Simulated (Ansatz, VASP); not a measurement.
Na2Pt in VASP and in Ansatz

INCAR

```
SYSTEM = Na2Pt
  ALGO = Normal
  EDIFF = 1E-8
  ENCUT = 520
  ISIF = 2
  ISMEAR = -1
  LASPH = .True.
  LCHARG = .False.
  LEFG = .True.
  LREAL = .False.
  LWAVE = .False.
  NBANDS = 33
  NELM = 60
  PREC = Accurate
  SIGMA = 0.05
```

Contents of KPOINTS:

```
k-points
0
Gamma
  7 7 5
  0 0 0
```

File POSCAR:

```
Na2Pt
1.0
    4.7707218479      0.0000000000      0.0000000000
   -2.3853609240      4.1315663146      0.0000000000
    0.0000000000      0.0000000000      5.8390867364
Pt Na
2 4
Direct
    0.3333333333      0.6666666667      0.2500000000
    0.6666666667      0.3333333333      0.7500000000
    0.0000000000      0.0000000000      0.0000000000
    0.0000000000      0.0000000000      0.5000000000
    0.3333333333      0.6666666667      0.7500000000
    0.6666666667      0.3333333333      0.2500000000
```

Input for Ansatz:

```yaml
crystal:
  lattice:
    - [4.7707218479, 0.0, 0.0]
    - [-2.385360924, 4.1315663146, 0.0]
    - [0.0, 0.0, 5.8390867364]
  atoms:
    - { symbol: Pt, position: [0.3333333333, 0.6666666667, 0.25] }
    - { symbol: Pt, position: [0.6666666667, 0.3333333333, 0.75] }
    - { symbol: Na, position: [0.0, 0.0, 0.0] }
    - { symbol: Na, position: [0.0, 0.0, 0.5] }
    - { symbol: Na, position: [0.3333333333, 0.6666666667, 0.75] }
    - { symbol: Na, position: [0.6666666667, 0.3333333333, 0.25] }
kpoints:
  mp_grid: { grid: [7, 7, 5] }
scf:
  occupations: { method: fermi_dirac, width: 0.05 }
hamiltonian:
  xc: lda
  pseudopotentials: { kind: paw }
output:
  forces: true
  stress: true
  eigenvalues: true
  efg: { contact_densities: true }
  populations: true
  bader: true
  dos: { projected: true, de: 0.2, e_range: [-14, 8] }
  write_density: true
  write_potential: true
  elf: true
  volumetric_format: npy
```

Alike in both runs: task electric field gradients; functional LDA; k mesh 7 × 7 × 5; occupations fermi-dirac, width 0.05 eV; no spin polarisation.

|  | VASP | Ansatz |
| --- | --- | --- |
| version | VASP 6.6.1 | Ansatz 0.2.0 |
| potentials or method | VASP PAW LDA potentials, release 64 (Pt, Na_pv) | PAW with Ansatz's default frozen-core files, scalar-relativistic |
| plane-wave cutoff (eV) | 520 | 420 |
| valence electrons in the cell | 48 | 72 |

Ansatz gave:

```
pressure (GPa)                                       : 0.0
size of Vzz on the site where it differs most (V/Å²) : 52.1
```

**Question.** What did VASP give for the same quantities?

**Answer.** Pressure (GPa): 0.1; size of Vzz on the site where it differs most (V/Å²): 31.9.

LDA's correlation is that of Perdew and Zunger in VASP and of Perdew and Wang (1992) in Ansatz. VASP's potentials hold 48 valence electrons a cell and Ansatz's 72, so a difference there can come from the potentials and not from the codes.

Spin-orbit coupling is off throughout.
